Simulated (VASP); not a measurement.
Wanted: the native input for a VASP 6.6.1 run.

* Task: electric field gradients
* Functional: LDA
* Potentials or basis: VASP PAW LDA potentials, release 64 (Sn_d, O)
* Cutoff: 520 eV
* k mesh: 6 × 6 × 5
* Occupations: fermi-dirac, width 0.02 eV
* Spin: no spin polarisation
* Dipole correction: no
* Further INCAR settings: ALGO = Normal; EDIFF = 1e-08; NBANDS = 28

The structure of SnO lies in POSCAR:

```
SnO
1.0
    3.8020000000      0.0380200000      0.0380200000
    0.0380200000      3.8020000000      0.0380200000
    0.0483600000      0.0483600000      4.8360000000
Sn O
2 2
Direct
    0.0000000000      0.5000000000      0.2385000000
    0.5000000000      0.0000000000      0.7615000000
    0.0000000000      0.0000000000      0.0000000000
    0.5000000000      0.5000000000      0.0000000000
```

This cell differs from its parent crystal: equal xy, yz and zx shear strains of +2 %.

These files were run (other wordings do the same):

INCAR

```
ALGO = Normal
EDIFF = 1E-8
ENCUT = 520
ISIF = 2
ISMEAR = -1
LASPH = True
LCHARG = False
LEFG = True
LREAL = False
LWAVE = False
NBANDS = 28
NELM = 80
PREC = Accurate
SIGMA = 0.02
```

KPOINTS

```
k-points
0
Gamma
  6 6 5
```

Potentials or basis: VASP PAW LDA potentials, release 64 (Sn_d, O).

Run with:

```bash
$ cat potpaw_LDA.64/Sn_d/POTCAR potpaw_LDA.64/O/POTCAR > POTCAR
$ mpirun -np 1 vasp_std > vasp.out
```

Results of the run:

- Pressure: -2.4 GPa
- Largest force: 0.208 eV/Å
- Band gap on the k mesh: 0.08 eV (least direct gap 1.91 eV)
- Largest electric field gradient by atom: Sn -167.2; O -7.3 V/Å²

Caveat: the cell differs from its parent crystal (equal xy, yz and zx shear strains of +2 %); semilocal functionals underestimate gaps, and a narrow one can read as zero; without QUAD_EFG the Cq values of the log hold for a quadrupole moment of 1 mb, not for the nuclei; spin-orbit coupling is left out, which moves the levels of the heavy elements.

Run time: 85 s on 1 thread of Intel(R) Xeon(R) Platinum 8259CL CPU @ 2.50GHz (Skylake/Cascade Lake), on a shared host, peak memory 0.21 GiB.
